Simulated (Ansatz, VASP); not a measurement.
# GaP in VASP and in Ansatz

The input INCAR:

```
ALGO = Normal
EDIFF = 1E-6
ENCUT = 500
GGA = PE
GGA_COMPAT = False
ISIF = 2
ISMEAR = 0
LASPH = True
LCHARG = True
LELF = True
LREAL = False
LVHAR = True
LWAVE = False
NBANDS = 16
NELM = 120
PREC = Accurate
SIGMA = 0.02
```

KPOINTS

```
k-points
0
Gamma
  8 8 8
```

The input POSCAR:

```
GaP
1.0
    0.0000000000      2.6674606193      2.6674606193
    2.6674606193      0.0000000000      2.6674606193
    2.6674606193      2.6674606193      0.0000000000
Ga P
1 1
Direct
    0.0000000000      0.0000000000      0.0000000000
    0.2500000000      0.2500000000      0.2500000000
```

Input for Ansatz:

```yaml
crystal:
  lattice:
    - [0.0, 2.6674606193, 2.6674606193]
    - [2.6674606193, 0.0, 2.6674606193]
    - [2.6674606193, 2.6674606193, 0.0]
  atoms:
    - { symbol: Ga, position: [0.0, 0.0, 0.0] }
    - { symbol: P, position: [0.25, 0.25, 0.25] }
basis:
  ecutwfc: 420
kpoints:
  mp_grid: { grid: [8, 8, 8] }
hamiltonian:
  xc: pbe
scf:
  occupations: { method: gaussian, width: 0.02 }
output:
  forces: true
  stress: true
  eigenvalues: true
```

Alike in both runs: task single point; functional PBE; k mesh 8 × 8 × 8; occupations gaussian, width 0.02 eV; no spin polarisation.

|  | VASP | Ansatz |
| --- | --- | --- |
| version | VASP 6.6.1 | Ansatz 0.2.0 |
| potentials or method | VASP PAW PBE potentials, release 64 (Ga_d, P), cutoff 500 eV | scalar-relativistic, plane waves, PAW |
| valence electrons in the cell | 18 | 18 |

```tsv
	VASP	Ansatz	Ansatz less VASP
gap on the k mesh at the Fermi level (eV)	1.51	1.51	0.000
least direct gap on the mesh (eV)	2.37	2.37	-0.001
pressure (GPa)	8.9	9.0	+0.14
```
